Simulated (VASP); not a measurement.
# Te2Mo (P2_1/m) in VASP: further runs

Te2Mo is run at these levels: PBE exchange alone; tasks: single point.

All numbers are computed with VASP 6.6.1; they aren't measurements. Logs are shortened: lines on timing, memory, paths and dates and some standing lists are left out, and cuts for length are marked.

## Step 1: The cell of the first run

The structure is monoclinic, space group P2_1/m (No. 11). The conventional cell has a = 6.330 Å, b = 3.469 Å, c = 13.860 Å, α = 90.00°, β = 93.92°, γ = 90.00°. Te (site symmetry m) has 3 Mo at 2.79 to 2.81 Å and 8 Te at 3.47 to 3.70 Å within 3.7 Å. Te (site symmetry m) has 3 Mo at 2.70 Å and 2 Te at 3.47 Å within 3.6 Å. Te (site symmetry m) has 3 Mo at 2.79 to 2.82 Å and 8 Te at 3.47 to 3.67 Å within 3.7 Å. Within 3.6 Å of Te (site symmetry m) lie 3 Mo at 2.70 to 2.71 Å and 2 Te at 3.47 Å. Within 3.6 Å of Mo (site symmetry m) lie 6 Te at 2.70 to 2.82 Å and 4 Mo at 2.89 to 3.47 Å. Within 3.6 Å of Mo (site symmetry m) lie 6 Te at 2.70 to 2.81 Å and 4 Mo at 2.90 to 3.47 Å.

## Step 2: Single point, PBE exchange alone

Contents of INCAR:

```
  PREC = Accurate
  ENCUT = 520
  EDIFF = 1E-6
  ISMEAR = -1
  SIGMA = 0.05
  LREAL = False
  LASPH = True
  NELM = 60
  ALGO = Normal
  ISIF = 2
  LWAVE = False
  LCHARG = False
  GGA = PE
  ALDAC = 0.0
  AGGAC = 0.0
  NBANDS = 64
```

Contents of KPOINTS:

```
Automatic mesh
0
Gamma
  4 8 2
```

Contents of POSCAR:

```
Te2Mo
1.0
    6.3300000000      0.0000000000      0.0000000000
    0.0000000000      3.4690000000      0.0000000000
   -0.9467947088      0.0000000000     13.8276237937
Te Mo
8 4
Direct
    0.9437000000      0.7500000000      0.6045000000
    0.0563000000      0.2500000000      0.3955000000
    0.9030000000      0.2500000000      0.8514000000
    0.0970000000      0.7500000000      0.1486000000
    0.4112000000      0.7500000000      0.8955000000
    0.5888000000      0.2500000000      0.1045000000
    0.4432000000      0.2500000000      0.6484000000
    0.5568000000      0.7500000000      0.3516000000
    0.8167000000      0.7500000000      0.9926000000
    0.1833000000      0.2500000000      0.0074000000
    0.6819000000      0.2500000000      0.4934000000
    0.3181000000      0.7500000000      0.5066000000
```

Potentials or basis: VASP PAW PBE potentials, release 64 (Te, Mo_sv).

Run with:

```sh
$ cat potpaw_PBE.64/Te/POTCAR potpaw_PBE.64/Mo_sv/POTCAR > POTCAR
$ mpirun -np 1 vasp_std > vasp.out
```

OUTCAR:

```text
PREC = Accurate
   ENCUT = 520
   EDIFF = 1E-6
   ISMEAR = -1
   LREAL = False
   LASPH = True
   NELM = 60
   ISIF = 2
   GGA = PE

 ion  position               nearest neighbor table
   1  0.944  0.750  0.605-  11 2.79  11 2.79  12 2.81   2 3.49   2 3.49   7 3.62   7 3.62
   2  0.056  0.250  0.395-  12 2.79  12 2.79  11 2.81   1 3.49   1 3.49   8 3.62   8 3.62
   3  0.903  0.250  0.851-   9 2.70   9 2.70  10 2.70   5 3.65   5 3.65   5 3.67   5 3.67
   4  0.097  0.750  0.149-  10 2.70  10 2.70   9 2.70   6 3.65   6 3.65   6 3.67   6 3.67
   5  0.411  0.750  0.895-  10 2.79  10 2.79   9 2.82   6 3.50   6 3.50   3 3.65   3 3.65   3 3.67
                             3 3.67
   6  0.589  0.250  0.105-   9 2.79   9 2.79  10 2.82   5 3.50   5 3.50   4 3.65   4 3.65   4 3.67
                             4 3.67
   7  0.443  0.250  0.648-  12 2.70  12 2.70  11 2.71   1 3.62   1 3.62
   8  0.557  0.750  0.352-  11 2.70  11 2.70  12 2.71   2 3.62   2 3.62
   9  0.817  0.750  0.993-   3 2.70   3 2.70   4 2.70   6 2.79   6 2.79   5 2.82  10 2.89  10 2.89

  10  0.183  0.250  0.007-   4 2.70   4 2.70   3 2.70   5 2.79   5 2.79   6 2.82   9 2.89   9 2.89

  11  0.682  0.250  0.493-   8 2.70   8 2.70   7 2.71   1 2.79   1 2.79   2 2.81  12 2.90  12 2.90

  12  0.318  0.750  0.507-   7 2.70   7 2.70   8 2.71   2 2.79   2 2.79   1 2.81  11 2.90  11 2.90

  LATTYP: Found a simple monoclinic cell.
 ALAT       =     6.3300000000
 B/A-ratio  =     0.5480252765
 C/A-ratio  =     2.1895734597
 COS(beta)  =    -0.0683113066

  Lattice vectors:

 A1 = (   6.3300000000,   0.0000000000,   0.0000000000)
 A2 = (   0.0000000000,   3.4690000000,   0.0000000000)
 A3 = (  -0.9467947088,   0.0000000000,  13.8276237937)

Analysis of symmetry for initial positions (statically):
=====================================================================
 Subroutine PRICEL returns:
 Original cell was already a primitive cell.

 Routine SETGRP: Setting up the symmetry group for a
 simple monoclinic supercell.

 Subroutine GETGRP returns: Found  4 space group operations
 (whereof  2 operations were pure point group operations)
 out of a pool of  4 trial point group operations.

The static configuration has the point symmetry S_2 .
 The point group associated with its full space group is C_2h.

Analysis of symmetry for dynamics (positions and initial velocities):
=====================================================================
 Subroutine PRICEL returns:
 Original cell was already a primitive cell.

 Routine SETGRP: Setting up the symmetry group for a
 simple monoclinic supercell.

 Subroutine GETGRP returns: Found  4 space group operations
 (whereof  2 operations were pure point group operations)
 out of a pool of  4 trial point group operations.

The dynamic configuration has the point symmetry S_2 .
 The point group associated with its full space group is C_2h.

 Subroutine INISYM returns: Found  4 space group operations
 (whereof  2 operations are pure point group operations),
 and found     1 'primitive' translations

----------------------------------------------------------------------------------------

                                     Primitive cell

  volume of cell :     303.6376

  direct lattice vectors                    reciprocal lattice vectors
     6.330000000  0.000000000  0.000000000     0.157977883  0.000000000  0.010816943
     0.000000000  3.469000000  0.000000000     0.000000000  0.288267512  0.000000000
    -0.946794709  0.000000000 13.827623794     0.000000000  0.000000000  0.072319005

  length of vectors
     6.330000000  3.469000000 13.860000000     0.158347775  0.288267512  0.072319005

  position of ions in fractional coordinates (direct lattice)
     0.943700000  0.750000000  0.604500000
     0.056300000  0.250000000  0.395500000
     0.903000000  0.250000000  0.851400000
     0.097000000  0.750000000  0.148600000
     0.411200000  0.750000000  0.895500000
     0.588800000  0.250000000  0.104500000
     0.443200000  0.250000000  0.648400000
     0.556800000  0.750000000  0.351600000
     0.816700000  0.750000000  0.992600000
     0.183300000  0.250000000  0.007400000
     0.681900000  0.250000000  0.493400000
     0.318100000  0.750000000  0.506600000

  ion indices of the primitive-cell ions
   primitive index   ion index
                 1           1
                 2           2
                 3           3
                 4           4
                 5           5
                 6           6
                 7           7
                 8           8
                 9           9
                10          10
                11          11
                12          12

----------------------------------------------------------------------------------------

 KPOINTS: Automatic mesh

Automatic generation of k-mesh.
 Grid dimensions read from file:
 generate k-points for:    4    8    2

 Generating k-lattice:

  Cartesian coordinates                     Fractional coordinates (reciprocal lattice)
     0.039494471  0.000000000  0.002704236     0.250000000  0.000000000  0.000000000
     0.000000000  0.036033439  0.000000000     0.000000000  0.125000000  0.000000000
     0.000000000  0.000000000  0.036159503     0.000000000  0.000000000  0.500000000

  Length of vectors
     0.039586944  0.036033439  0.036159503

  Shift w.r.t. Gamma in fractional coordinates (k-lattice)
     0.000000000  0.000000000  0.000000000

 Subroutine IBZKPT returns following result:
 ===========================================

 Found     30 irreducible k-points:

 Following reciprocal coordinates:
            Coordinates               Weight
  0.000000  0.000000  0.000000      1.000000
  0.250000  0.000000  0.000000      2.000000
  0.500000  0.000000  0.000000      1.000000
  0.000000  0.125000  0.000000      2.000000
  0.250000  0.125000  0.000000      4.000000
  0.500000  0.125000  0.000000      2.000000
[... 16 lines left out ...]
  0.250000  0.250000  0.500000      4.000000
  0.500000  0.250000  0.500000      2.000000
 [... further k-points ...]
   k-points           NKPTS =     30   k-points in BZ     NKDIM =     30   number of bands    NBANDS=     64
   number of dos      NEDOS =    301   number of ions     NIONS =     12
   total plane-waves  NPLWV = 145152
   dimension x,y,z NGX =    48 NGY =   28 NGZ =  108
   dimension x,y,z NGXF=    96 NGYF=   56 NGZF=  216
   ions per type =               8   4
   NGX,Y,Z   is equivalent  to a cutoff of  12.61, 13.42, 12.95 a.u.
   NGXF,Y,Z  is equivalent  to a cutoff of  25.21, 26.84, 25.91 a.u.
 SYSTEM =  unknown system
   PREC   = accura    normal or accurate (medium, high low for compatibility)
   ISTART =      0    job   : 0-new  1-cont  2-samecut
   ICHARG =      2    charge: 1-file 2-atom 10-const
   ISPIN  =      1    spin polarized calculation?
   LNONCOLLINEAR =      F non collinear calculations
   LSORBIT =      F    spin-orbit coupling
   LASPH  =      T    aspherical Exc in radial PAW
   ENCUT  =  520.0 eV  38.22 Ry    6.18 a.u.  11.77  6.45 25.77*2*pi/ulx,y,z
   NELM   =     60;   NELMIN=  2; NELMDL= -5     # of ELM steps
   EDIFF  = 0.1E-05   stopping-criterion for ELM
   LREAL  =      F    real-space projection
   EDIFFG = 0.1E-04   stopping-criterion for IOM
   NSW    =      0    number of steps for IOM
   IBRION =     -1    ionic relax: 0-MD 1-quasi-New 2-CG
   NFREE  =      0    steps in history (QN), initial steepest desc. (CG)
   ISIF   =      2    stress and relaxation
   ISYM   =      2    0-nonsym 1-usesym 2-fastsym
   POTIM  = 0.5000    time-step for ionic-motion
   TEBEG  =    0.0;   TEEND  =   0.0 temperature during run
   PSTRESS=    0.0 pullay stress
   NELECT =     104.0000    total number of electrons
   NUPDOWN=      -1.0000    fix difference up-down
   EMIN   =  10.00;   EMAX   =-10.00  energy-range for DOS
   EFERMI =   0.00;   METHOD = LEGACY
   ISMEAR =    -1;   SIGMA  =   0.05  broadening in eV -4-tet -1-fermi 0-gaus
   EFERMI_NEDOS =   21; number of points for ismear=-14 and -15
   IALGO  =     38    algorithm
   IMIX   =      4    mixing-type and parameters
     AMIX     =   0.40;   BMIX     =  1.00
     AMIX_MAG =   1.60;   BMIX_MAG =  1.00
  volume/ion in A,a.u.               =      25.30       170.75
  Fermi-wavevector in a.u.,A,eV,Ry     =   1.145427  2.164543 17.850885  1.312003
  Thomas-Fermi vector in A             =   2.282115
   LORBIT       =      0    0 simple, 1 ext, 2 COOP (PROOUT), +10 PAW based schemes
   GGA     = PE    functional components
   LHFCALC =     F    Hartree Fock is set to
   AEXX    =    0.0000 exact exchange contribution
   IVDW    =     0    specifies the selected vdW correction
   LEPSILON=     F    determine dielectric tensor
   LRPA    =     F    only Hartree local field effects (RPA)
 non-spin polarized calculation
  energy-cutoff  :      520.00
  volume of cell :      303.64
 maximum number of plane-waves:      8239
 NGX is ok and might be reduce to    48
   NGX = 23   NGY = 13   NGZ = 51

 number of electron     103.9999999 magnetization

 Free energy of the ion-electron system (eV)
  ---------------------------------------------------
  ext. energy  EPLUGINS =         0.00000000
  ---------------------------------------------------
  free energy    TOTEN  =       -49.03940552 eV

  energy without entropy =      -49.00462609  energy(sigma->0) =      -49.02201581

 E-fermi :   9.7850     XC(G=0):  -8.6945

 val. band max:        9.7841918679   @ k =   0.0000   0.1250   0.0000
 cond. band min:       9.7983936579   @ k =   0.5000   0.0000   0.0000
 fundamental gap:      0.0142017899
 Fermi energy:         9.7850453572

 k-point     1 :       0.0000    0.0000    0.0000
  band No.  band energies     occupation
      1     -51.2501      2.00000
      2     -51.2256      2.00000
      3     -51.1928      2.00000
      4     -51.1669      2.00000
      5     -25.5316      2.00000
      6     -25.5097      2.00000
[... 1597 lines left out ...]
     63      12.0896      0.00000
     64      12.2206      0.00000

 [... further k-points ...]

------------------------ aborting loop because EDIFF is reached ----------------------------------------

  FORCE on cell =-STRESS in cart. coord.  units (eV):
  Direction    XX          YY          ZZ          XY          YZ          ZX
  --------------------------------------------------------------------------------------
  -------------------------------------------------------------------------------------
  Total       31.5295515     32.0985348     29.8649457      0.0000000      0.0000000      0.1531513
  in kB      166.3691550    169.3714582    157.5856787      0.0000000      0.0000000      0.8081196
  external PRESSURE =     164.4420973 kB  Pullay stress =       0.0000000 kB

 VOLUME and BASIS-vectors are now :
 -----------------------------------------------------------------------------
  energy-cutoff  :      520.00
  volume of cell :      303.64
      direct lattice vectors                 reciprocal lattice vectors
     6.330000000  0.000000000  0.000000000     0.157977883  0.000000000  0.010816943
     0.000000000  3.469000000  0.000000000     0.000000000  0.288267512  0.000000000
    -0.946794709  0.000000000 13.827623794     0.000000000  0.000000000  0.072319005

 POSITION                                       TOTAL-FORCE (eV/Angst)
 -----------------------------------------------------------------------------------
      5.40128      2.60175      8.35880         0.100879     -0.000000      0.902632
     -0.01808      0.86725      5.46883        -0.100879     -0.000000     -0.902632
      4.90989      0.86725     11.77284        -0.030571     -0.000000     -1.203638
      0.47332      2.60175      2.05478         0.030571      0.000000      1.203638
      1.75504      2.60175     12.38264         0.055521      0.000000     -0.855089
      3.62816      0.86725      1.44499        -0.055521     -0.000000      0.855089
      2.19155      0.86725      8.96583        -0.082372     -0.000000      1.159700
      3.19165      2.60175      4.86179         0.082372     -0.000000     -1.159700
      4.22992      2.60175     13.72530        -0.091144     -0.000000      0.019531
      1.15328      0.86725      0.10232         0.091144     -0.000000     -0.019531
      3.84928      0.86725      6.82255        -0.019143     -0.000000      0.041070
      1.53393      2.60175      7.00507         0.019143     -0.000000     -0.041070
 -----------------------------------------------------------------------------------
    total drift:                               -0.000000      0.000000     -0.000000

  FREE ENERGIE OF THE ION-ELECTRON SYSTEM (eV)
  ---------------------------------------------------
  free  energy   TOTEN  =       -49.0394055242 eV

  energy  without entropy=      -49.0046260869  energy(sigma->0) =      -49.02201581
```

Wall time 18 min (1 thread of Oxide Virtual Turin-like, shared host); peak memory 0.61 GiB.

Results:

| Item | Value |
| --- | --- |
| Free energy | -49.0394 eV |
| Pressure | 16.4 GPa |
| Largest force | 1.204 eV/Å |
| Band gap on the k mesh | zero (band 52 reaches 9.89 eV, above the bottom of band 53 at 9.74 eV) |

Forces in eV/Å, atoms in the order of the input:
```
Te   0.101  0.000  0.903
Te  -0.101  0.000 -0.903
Te  -0.031  0.000 -1.204
Te   0.031  0.000  1.204
Te   0.056  0.000 -0.855
Te  -0.056  0.000  0.855
Te  -0.082  0.000  1.160
Te   0.082  0.000 -1.160
Mo  -0.091  0.000  0.020
Mo   0.091  0.000 -0.020
Mo  -0.019  0.000  0.041
Mo   0.019  0.000 -0.041
```

Caveat: spin-orbit coupling is left out, which moves the levels of the heavy elements; forces of over 1 eV/Å act on the atoms, so gaps and moduli don't describe the material at rest.

## Step 3: Single point, PBE exchange alone

This run uses another cell than the first one, of 25.81 Å³/atom, 1.020 times its volume.

Contents of INCAR:

```
PREC = Accurate
ENCUT = 520
EDIFF = 1E-6
ISMEAR = -1
SIGMA = 0.05
LREAL = False
LASPH = True
NELM = 100
ALGO = Normal
ISIF = 2
LWAVE = False
LCHARG = False
GGA = PE
ALDAC = 0.0
AGGAC = 0.0
NBANDS = 64
```

Contents of KPOINTS:

```
regular mesh
0
Gamma
  4 8 2
```

Changes to POSCAR since step 2:

```diff
@@ -2,5 +2,5 @@
 1.0
-    6.3300000000      0.0000000000      0.0000000000
-    0.0000000000      3.4690000000      0.0000000000
-   -0.9467947088      0.0000000000     13.8276237937
+    6.3719217515      0.0000000000      0.0000000000
+    0.0000000000      3.4919741795      0.0000000000
+   -0.9530650552      0.0000000000     13.9192001300
 Te Mo
```

Potentials or basis: VASP PAW PBE potentials, release 64 (Te, Mo_sv).

Run with:

```sh
$ cat potpaw_PBE.64/Te/POTCAR potpaw_PBE.64/Mo_sv/POTCAR > POTCAR
$ mpirun -np 1 vasp_std > vasp.out
```

Run time: 25 min. Hardware: 1 thread of Oxide Virtual Turin-like, shared host; peak memory 0.63 GiB.

It converged, with:

```yaml
Free_energy: -49.6168 eV
Pressure: 14.0 GPa
Largest_force: 0.899 eV/Å
Band_gap_on_the_k_mesh: zero (band 52 reaches 9.61 eV, above the bottom of band 53 at 9.47 eV)
```

Forces in eV/Å, atoms in the order of the input:
```
Te   0.076  0.000  0.728
Te  -0.076  0.000 -0.728
Te  -0.030  0.000 -0.899
Te   0.030  0.000  0.899
Te   0.035  0.000 -0.683
Te  -0.035  0.000  0.683
Te  -0.074  0.000  0.859
Te   0.074  0.000 -0.859
Mo  -0.020  0.000  0.000
Mo   0.020  0.000  0.000
Mo  -0.082  0.000  0.012
Mo   0.082  0.000 -0.012
```

Stress tensor (GPa, compression positive):
```
14.14  0.00  0.08
 0.00 14.59  0.00
 0.08  0.00 13.31
```

Levels at points of the mesh, in eV from the Fermi level:
| k point | band 48 | band 49 | band 50 | band 51 | band 52 | band 53 | band 54 | band 55 | band 56 | band 57 |
| --- | --- | --- | --- | --- | --- | --- | --- | --- | --- | --- |
| (0.00, 0.00, 0.00) | -0.49 | -0.41 | -0.12 | 0.07 | 0.10 | 0.45 | 0.68 | 0.83 | 0.93 | 1.13 |
| (0.50, 0.00, 0.00) | -0.88 | -0.86 | -0.82 | -0.64 | -0.56 | -0.03 | 0.03 | 0.83 | 0.85 | 1.43 |
| (0.00, 0.50, 0.00) | -1.68 | -1.48 | -1.48 | -1.43 | -1.43 | 1.03 | 1.03 | 1.14 | 1.14 | 1.21 |
| (0.50, 0.50, 0.00) | -1.75 | -1.01 | -1.01 | -0.93 | -0.93 | 0.99 | 0.99 | 1.04 | 1.04 | 1.70 |
| (0.00, 0.00, 0.50) | -0.64 | -0.08 | -0.05 | -0.03 | -0.03 | 0.47 | 0.57 | 0.85 | 0.91 | 1.47 |
| (0.50, 0.00, 0.50) | -0.88 | -0.86 | -0.81 | -0.64 | -0.42 | 0.01 | 0.06 | 0.79 | 0.88 | 1.35 |
| (0.00, 0.50, 0.50) | -1.70 | -1.52 | -1.52 | -1.44 | -1.44 | 1.02 | 1.02 | 1.13 | 1.13 | 1.24 |
| (0.50, 0.50, 0.50) | -1.75 | -1.01 | -1.01 | -0.93 | -0.93 | 1.00 | 1.00 | 1.01 | 1.01 | 1.62 |

Caveat: spin-orbit coupling is left out, which moves the levels of the heavy elements.
